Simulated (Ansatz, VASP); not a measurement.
**Two plane-wave programs on CaMg**

The input INCAR:

```
SYSTEM = CaMg
PREC = Accurate
ENCUT = 520
EDIFF = 1E-6
ISMEAR = 0
SIGMA = 0.15
LREAL = .False.
LASPH = .True.
NELM = 60
ALGO = Fast
ISIF = 2
LWAVE = .False.
LCHARG = .True.
LELF = .True.
LVHAR = .True.
NBANDS = 13
```

File KPOINTS:

```
regular mesh
0
Gamma
  12 12 12
  0 0 0
```

The input POSCAR:

```
CaMg
1.0
    3.8582716525      0.0000000000      0.0000000000
    0.0000000000      3.8582716525      0.0000000000
    0.0000000000      0.0000000000      3.8582716525
Ca Mg
1 1
Direct
    0.0213764553      0.0000000000      0.0000000000
    0.4647510564      0.5000000000      0.5000000000
```

Input for Ansatz:

```yaml
crystal:
  lattice:
    - [3.8582716525, 0.0, 0.0]
    - [0.0, 3.8582716525, 0.0]
    - [0.0, 0.0, 3.8582716525]
  atoms:
    - { symbol: Ca, position: [0.0213764553, 0.0, 0.0] }
    - { symbol: Mg, position: [0.4647510564, 0.5, 0.5] }
basis:
  ecutwfc: 520.0
kpoints:
  mp_grid: { grid: [12, 12, 12] }
hamiltonian:
  xc: lda
scf:
  occupations: { method: gaussian, width: 0.15 }
output:
  forces: true
  stress: true
  eigenvalues: true
```

Change from the starting cell: mode 4 frozen in at -0.136 Å, equal normal strain along x, y and z +0.0000.

Alike in both runs: task single point; functional LDA; k mesh 12 × 12 × 12; occupations gaussian, width 0.15 eV; no spin polarisation.

|  | VASP | Ansatz |
| --- | --- | --- |
| version | VASP 6.6.1 | Ansatz 0.2.0 |
| potentials or method | VASP PAW LDA potentials, release 64 (Ca_sv, Mg), cutoff 520 eV | scalar-relativistic, plane waves, PAW |
| valence electrons in the cell | 12 | 20 |

|  | VASP | Ansatz | Ansatz less VASP |
| --- | --- | --- | --- |
| gap on the k mesh at the Fermi level (eV) | none | none | - |
| pressure (GPa) | 0.2 | 0.4 | +0.13 |
| traceless stress, the component that is largest in VASP (GPa) | -0.36 | -0.35 | +0.008 |
| rms of the force components (eV/Å) | 0.316 | 0.311 | -0.0055 |

LDA's correlation is that of Perdew and Zunger in VASP and of Perdew and Wang (1992) in Ansatz. Atom by atom the forces differ by 0.005 eV/Å (rms over components). A gap of «none» marks a metal or a gap that the smearing closes. VASP's potentials hold 12 valence electrons a cell and Ansatz's 20, so a difference there can come from the potentials and not from the codes.
